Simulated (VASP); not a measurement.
# Zr4Cl (Cmmm) in VASP: single point with PBE

Aim: the single point of Zr4Cl with PBE.

Everything below comes from runs of VASP 6.6.1. Logs are shortened: lines on timing, memory, paths and dates and some standing lists are left out, and cuts for length are marked.

## 1. The cell of the first run

The structure is orthorhombic, space group Cmmm (No. 65). Conventional cell: a = 7.906 Å, b = 8.241 Å, c = 3.420 Å, α = 90.00°, β = 90.00°, γ = 90.00°. Within 3.7 Å of Zr (site symmetry 2mm) lie 2 Cl at 2.63 Å and 10 Zr at 3.07 to 3.62 Å. Zr (site symmetry m2m) has 1 Cl at 2.48 Å and 11 Zr at 3.07 to 3.62 Å within 3.7 Å. Cl (site symmetry mmm) has 6 Zr at 2.48 to 2.63 Å and 2 Cl at 3.42 Å within 3.5 Å.

The cell was built from a structure type or drawn by symmetry, and may not be a known phase.

## 2. Single point, PBE

File INCAR:

```
PREC = Accurate
ENCUT = 500
EDIFF = 1E-6
ISMEAR = 0
SIGMA = 0.1
LREAL = F
LASPH = T
NELM = 120
ALGO = Normal
ISIF = 2
LWAVE = F
LCHARG = F
GGA = PE
NBANDS = 36
GGA_COMPAT = F
```

File KPOINTS:

```
Automatic mesh
0
Gamma
  6 6 10
```

File POSCAR:

```
Zr4Cl
1.0
    3.9527599482     -4.1205836986      0.0000000000
    3.9527599482      4.1205836986      0.0000000000
    0.0000000000      0.0000000000      3.4197311488
Zr Cl
4 1
Direct
    0.7470737984      0.7470737984      0.5000000000
    0.2529262016      0.2529262016      0.5000000000
    0.6991476939      0.3008523061      0.0000000000
    0.3008523061      0.6991476939      0.0000000000
    0.0000000000      0.0000000000      0.0000000000
```

Potentials or basis: VASP PAW PBE potentials, release 64 (Zr_sv, Cl).

Started as:

```bash
$ cat potpaw_PBE.64/Zr_sv/POTCAR potpaw_PBE.64/Cl/POTCAR > POTCAR
$ mpirun -np 1 vasp_std > vasp.out
```

OUTCAR:

```text
PREC = Accurate
   ENCUT = 500
   EDIFF = 1E-6
   ISMEAR = 0
   LREAL = F
   LASPH = T
   NELM = 120
   ISIF = 2
   GGA = PE

 ion  position               nearest neighbor table
   1  0.747  0.747  0.500-   5 2.63   5 2.63   3 3.07   3 3.07   4 3.07   4 3.07   3 3.62   3 3.62
                             4 3.62   4 3.62
   2  0.253  0.253  0.500-   5 2.63   5 2.63   3 3.07   3 3.07   4 3.07   4 3.07   4 3.62   4 3.62
                             3 3.62   3 3.62
   3  0.699  0.301  0.000-   5 2.48   2 3.07   1 3.07   1 3.07   2 3.07   4 3.28   2 3.62   2 3.62
                             1 3.62   1 3.62
   4  0.301  0.699  0.000-   5 2.48   2 3.07   1 3.07   1 3.07   2 3.07   3 3.28   2 3.62   2 3.62
                             1 3.62   1 3.62
   5  0.000  0.000  0.000-   3 2.48   4 2.48   1 2.63   2 2.63   1 2.63   2 2.63

  LATTYP: Found a base centered orthorhombic cell.
 ALAT       =     7.9055198964
 B/A-ratio  =     1.0424573596
 C/A-ratio  =     0.4325751113

  Lattice vectors:

 A1 = (   3.9527599482,  -4.1205836986,   0.0000000000)
 A2 = (   3.9527599482,   4.1205836986,   0.0000000000)
 A3 = (   0.0000000000,   0.0000000000,   3.4197311488)

Analysis of symmetry for initial positions (statically):
=====================================================================
 Subroutine PRICEL returns:
 Original cell was already a primitive cell.

 Routine SETGRP: Setting up the symmetry group for a
 base centered orthorhombic supercell.

 Subroutine GETGRP returns: Found  8 space group operations
 (whereof  8 operations were pure point group operations)
 out of a pool of  8 trial point group operations.

The static configuration has the point symmetry D_2h.

Analysis of symmetry for dynamics (positions and initial velocities):
=====================================================================
 Subroutine PRICEL returns:
 Original cell was already a primitive cell.

 Routine SETGRP: Setting up the symmetry group for a
 base centered orthorhombic supercell.

 Subroutine GETGRP returns: Found  8 space group operations
 (whereof  8 operations were pure point group operations)
 out of a pool of  8 trial point group operations.

The dynamic configuration has the point symmetry D_2h.

 Subroutine INISYM returns: Found  8 space group operations
 (whereof  8 operations are pure point group operations),
 and found     1 'primitive' translations

----------------------------------------------------------------------------------------

                                     Primitive cell

  volume of cell :     111.3990

  direct lattice vectors                    reciprocal lattice vectors
     3.952759948 -4.120583699  0.000000000     0.126493895 -0.121342032  0.000000000
     3.952759948  4.120583699  0.000000000     0.126493895  0.121342032  0.000000000
     0.000000000  0.000000000  3.419731149     0.000000000  0.000000000  0.292420648

  length of vectors
     5.709949319  5.709949319  3.419731149     0.175284324  0.175284324  0.292420648

  position of ions in fractional coordinates (direct lattice)
     0.747073798  0.747073798  0.500000000
     0.252926202  0.252926202  0.500000000
     0.699147694  0.300852306  0.000000000
     0.300852306  0.699147694  0.000000000
     0.000000000  0.000000000  0.000000000

  ion indices of the primitive-cell ions
   primitive index   ion index
                 1           1
                 2           2
                 3           3
                 4           4
                 5           5

----------------------------------------------------------------------------------------

 KPOINTS: Automatic mesh

Automatic generation of k-mesh.
 Grid dimensions read from file:
 generate k-points for:    6    6   10

 Generating k-lattice:

  Cartesian coordinates                     Fractional coordinates (reciprocal lattice)
     0.021082316 -0.020223672  0.000000000     0.166666667  0.000000000  0.000000000
     0.021082316  0.020223672  0.000000000     0.000000000  0.166666667  0.000000000
     0.000000000  0.000000000  0.029242065     0.000000000  0.000000000  0.100000000

  Length of vectors
     0.029214054  0.029214054  0.029242065

  Shift w.r.t. Gamma in fractional coordinates (k-lattice)
     0.000000000  0.000000000  0.000000000

 Subroutine IBZKPT returns following result:
 ===========================================

 Found     78 irreducible k-points:

 Following reciprocal coordinates:
            Coordinates               Weight
  0.000000  0.000000  0.000000      1.000000
  0.166667  0.000000  0.000000      4.000000
  0.333333  0.000000  0.000000      4.000000
  0.500000  0.000000  0.000000      2.000000
  0.166667  0.166667  0.000000      2.000000
  0.333333  0.166667  0.000000      4.000000
[... 16 lines left out ...]
  0.333333  0.333333  0.100000      4.000000
  0.500000  0.333333  0.100000      8.000000
 [... further k-points ...]
   k-points           NKPTS =     78   k-points in BZ     NKDIM =     78   number of bands    NBANDS=     36
   number of dos      NEDOS =    301   number of ions     NIONS =      5
   total plane-waves  NPLWV =  49392
   dimension x,y,z NGX =    42 NGY =   42 NGZ =   28
   dimension x,y,z NGXF=    84 NGYF=   84 NGZF=   56
   ions per type =               4   1
   NGX,Y,Z   is equivalent  to a cutoff of  12.23, 12.23, 13.61 a.u.
   NGXF,Y,Z  is equivalent  to a cutoff of  24.46, 24.46, 27.22 a.u.
 SYSTEM =  unknown system
   PREC   = accura    normal or accurate (medium, high low for compatibility)
   ISTART =      0    job   : 0-new  1-cont  2-samecut
   ICHARG =      2    charge: 1-file 2-atom 10-const
   ISPIN  =      1    spin polarized calculation?
   LNONCOLLINEAR =      F non collinear calculations
   LSORBIT =      F    spin-orbit coupling
   LASPH  =      T    aspherical Exc in radial PAW
   ENCUT  =  500.0 eV  36.75 Ry    6.06 a.u.  10.41 10.41  6.23*2*pi/ulx,y,z
   NELM   =    120;   NELMIN=  2; NELMDL= -5     # of ELM steps
   EDIFF  = 0.1E-05   stopping-criterion for ELM
   LREAL  =      F    real-space projection
   EDIFFG = 0.1E-04   stopping-criterion for IOM
   NSW    =      0    number of steps for IOM
   IBRION =     -1    ionic relax: 0-MD 1-quasi-New 2-CG
   NFREE  =      0    steps in history (QN), initial steepest desc. (CG)
   ISIF   =      2    stress and relaxation
   ISYM   =      2    0-nonsym 1-usesym 2-fastsym
   POTIM  = 0.5000    time-step for ionic-motion
   TEBEG  =    0.0;   TEEND  =   0.0 temperature during run
   PSTRESS=    0.0 pullay stress
   NELECT =      55.0000    total number of electrons
   NUPDOWN=      -1.0000    fix difference up-down
   EMIN   =  10.00;   EMAX   =-10.00  energy-range for DOS
   EFERMI =   0.00;   METHOD = LEGACY
   ISMEAR =     0;   SIGMA  =   0.10  broadening in eV -4-tet -1-fermi 0-gaus
   EFERMI_NEDOS =   21; number of points for ismear=-14 and -15
   IALGO  =     38    algorithm
   IMIX   =      4    mixing-type and parameters
     AMIX     =   0.40;   BMIX     =  1.00
     AMIX_MAG =   1.60;   BMIX_MAG =  1.00
  volume/ion in A,a.u.               =      22.28       150.35
  Fermi-wavevector in a.u.,A,eV,Ry     =   1.293904  2.445124 22.778700  1.674187
  Thomas-Fermi vector in A             =   2.425520
   LORBIT       =      0    0 simple, 1 ext, 2 COOP (PROOUT), +10 PAW based schemes
   GGA     = PE    functional components
   LHFCALC =     F    Hartree Fock is set to
   AEXX    =    0.0000 exact exchange contribution
   IVDW    =     0    specifies the selected vdW correction
   LEPSILON=     F    determine dielectric tensor
   LRPA    =     F    only Hartree local field effects (RPA)
 non-spin polarized calculation
 Gauss-broadening in eV      SIGMA  =   0.10
  energy-cutoff  :      500.00
  volume of cell :      111.40
 maximum number of plane-waves:      2850
 NGX is ok and might be reduce to    42
   NGX = 21   NGY = 21   NGZ = 13

 number of electron      55.0000003 magnetization

 Free energy of the ion-electron system (eV)
  ---------------------------------------------------
  ext. energy  EPLUGINS =         0.00000000
  ---------------------------------------------------
  free energy    TOTEN  =       -37.22180394 eV

  energy without entropy =      -37.20094941  energy(sigma->0) =      -37.21137668

 E-fermi :   8.7702     XC(G=0): -10.9129

 val. band max:        8.7552142893   @ k =  -0.1667   0.1667   0.2000
 cond. band min:       8.7825703345   @ k =   0.5000   0.0000   0.0000
 fundamental gap:      0.0273560451
 Fermi energy:         8.7702496041

 k-point     1 :       0.0000    0.0000    0.0000
  band No.  band energies     occupation
      1     -40.2536      2.00000
      2     -40.2127      2.00000
      3     -40.0326      2.00000
      4     -40.0159      2.00000
      5     -18.8275      2.00000
      6     -18.5183      2.00000
[... 28 lines left out ...]
     35      10.8580      0.00000
     36      11.4492      0.00000

 k-point     2 :       0.1667    0.0000    0.0000
  band No.  band energies     occupation
      1     -40.2513      2.00000
      2     -40.2133      2.00000
      3     -40.0330      2.00000
      4     -40.0174      2.00000
      5     -18.7970      2.00000
      6     -18.5210      2.00000
[... 28 lines left out ...]
     35      10.8205      0.00000
     36      11.6951      0.00000

 k-point     3 :       0.3333    0.0000    0.0000
  band No.  band energies     occupation
      1     -40.2460      2.00000
      2     -40.2152      2.00000
      3     -40.0333      2.00000
      4     -40.0207      2.00000
      5     -18.7192      2.00000
      6     -18.5522      2.00000
[... 28 lines left out ...]
     35      10.5817      0.00000
     36      11.6635      0.00000

 k-point     4 :       0.5000    0.0000    0.0000
  band No.  band energies     occupation
      1     -40.2429      2.00000
      2     -40.2165      2.00000
      3     -40.0333      2.00000
      4     -40.0226      2.00000
      5     -18.6393      2.00000
      6     -18.6125      2.00000
[... 28 lines left out ...]
     35      10.8680      0.00000
     36      11.2730      0.00000

 k-point     5 :       0.1667    0.1667    0.0000
  band No.  band energies     occupation
      1     -40.2486      2.00000
      2     -40.2144      2.00000
      3     -40.0332      2.00000
      4     -40.0190      2.00000
      5     -18.7665      2.00000
      6     -18.5297      2.00000
[... 655 lines left out ...]
 k-point    22 :      -0.1667    0.1667    0.1000
  band No.  band energies     occupation
      1     -40.2449      2.00000
      2     -40.2110      2.00000
      3     -40.0316      2.00000
      4     -40.0195      2.00000
      5     -18.7507      2.00000
      6     -18.4939      2.00000
[... 28 lines left out ...]
     35      10.9741      0.00000
     36      11.2379      0.00000

 k-point    23 :       0.3333    0.3333    0.1000
  band No.  band energies     occupation
      1     -40.2355      2.00000
      2     -40.2135      2.00000
      3     -40.0323      2.00000
      4     -40.0259      2.00000
      5     -18.6073      2.00000
      6     -18.5413      2.00000
[... 28 lines left out ...]
     35      10.7010      0.00000
     36      10.8698      0.00000

 k-point    24 :       0.5000    0.3333    0.1000
  band No.  band energies     occupation
      1     -40.2344      2.00000
      2     -40.2127      2.00000
      3     -40.0328      2.00000
      4     -40.0275      2.00000
      5     -18.5818      2.00000
      6     -18.5065      2.00000
[... 28 lines left out ...]
     35      10.6903      0.00000
     36      10.9600      0.00000

 [... further k-points ...]

------------------------ aborting loop because EDIFF is reached ----------------------------------------

  FORCE on cell =-STRESS in cart. coord.  units (eV):
  Direction    XX          YY          ZZ          XY          YZ          ZX
  --------------------------------------------------------------------------------------
  -------------------------------------------------------------------------------------
  Total        0.0776418      0.0886825      0.0290416     -0.0000000      0.0000000      0.0000000
  in kB        1.1166704      1.2754613      0.4176855     -0.0000000      0.0000000      0.0000000
  external PRESSURE =       0.9366057 kB  Pullay stress =       0.0000000 kB

 VOLUME and BASIS-vectors are now :
 -----------------------------------------------------------------------------
  energy-cutoff  :      500.00
  volume of cell :      111.40
      direct lattice vectors                 reciprocal lattice vectors
     3.952759948 -4.120583699  0.000000000     0.126493895 -0.121342032  0.000000000
     3.952759948  4.120583699  0.000000000     0.126493895  0.121342032  0.000000000
     0.000000000  0.000000000  3.419731149     0.000000000  0.000000000  0.292420648

 POSITION                                       TOTAL-FORCE (eV/Angst)
 -----------------------------------------------------------------------------------
      5.90601      0.00000      1.70987        -0.028597     -0.000000      0.000000
      1.99951      0.00000      1.70987         0.028597     -0.000000      0.000000
      3.95276     -1.64121      0.00000         0.000000      0.023758      0.000000
      3.95276      1.64121      0.00000         0.000000     -0.023758     -0.000000
      0.00000      0.00000      0.00000         0.000000     -0.000000      0.000000
 -----------------------------------------------------------------------------------
    total drift:                                0.000000     -0.000000      0.000000

  FREE ENERGIE OF THE ION-ELECTRON SYSTEM (eV)
  ---------------------------------------------------
  free  energy   TOTEN  =       -37.2218039384 eV

  energy  without entropy=      -37.2009494146  energy(sigma->0) =      -37.21137668
```

It took 2.9 min on 1 thread of AMD EPYC 7R13 (Zen 3), shared host; peak memory 0.32 GiB.

Results:

| Property | Result |
| --- | --- |
| Free energy | -37.2218 eV |
| Pressure | 0.1 GPa |
| Largest force | 0.029 eV/Å |
| Band gap on the k mesh | zero (an odd number of electrons rules out a gap without spin polarisation) |

Forces in eV/Å, atoms in the order of the input:
```
Zr  -0.029  0.000  0.000
Zr   0.029  0.000  0.000
Zr   0.000  0.024  0.000
Zr   0.000 -0.024  0.000
Cl   0.000  0.000  0.000
```

Stress tensor (GPa, compression positive):
```
0.11 0.00 0.00
0.00 0.13 0.00
0.00 0.00 0.04
```

Levels at points of the mesh, in eV from the Fermi level:
| k point | band 26 | band 27 | band 28 | band 29 | band 30 | band 31 |
| --- | --- | --- | --- | --- | --- | --- |
| (0.00, 0.00, 0.00) | -0.94 | 0.40 | 0.57 | 0.99 | 1.11 | 1.21 |
| (0.50, 0.00, 0.00) | -1.10 | 0.01 | 0.54 | 0.77 | 1.09 | 1.32 |
| (0.50, 0.50, 0.00) | -0.91 | -0.30 | 0.06 | 0.91 | 1.02 | 1.05 |
| (0.00, 0.00, 0.50) | -0.87 | -0.73 | -0.41 | 0.39 | 0.44 | 0.61 |
| (0.50, 0.00, 0.50) | -0.84 | -0.59 | -0.46 | 0.20 | 1.21 | 1.36 |
| (0.50, 0.50, 0.50) | -1.21 | -0.99 | -0.23 | 1.15 | 1.62 | 1.88 |

Caveat: an odd number of electrons without spin polarisation forces a metal; a magnetic or distorted state may lie lower.
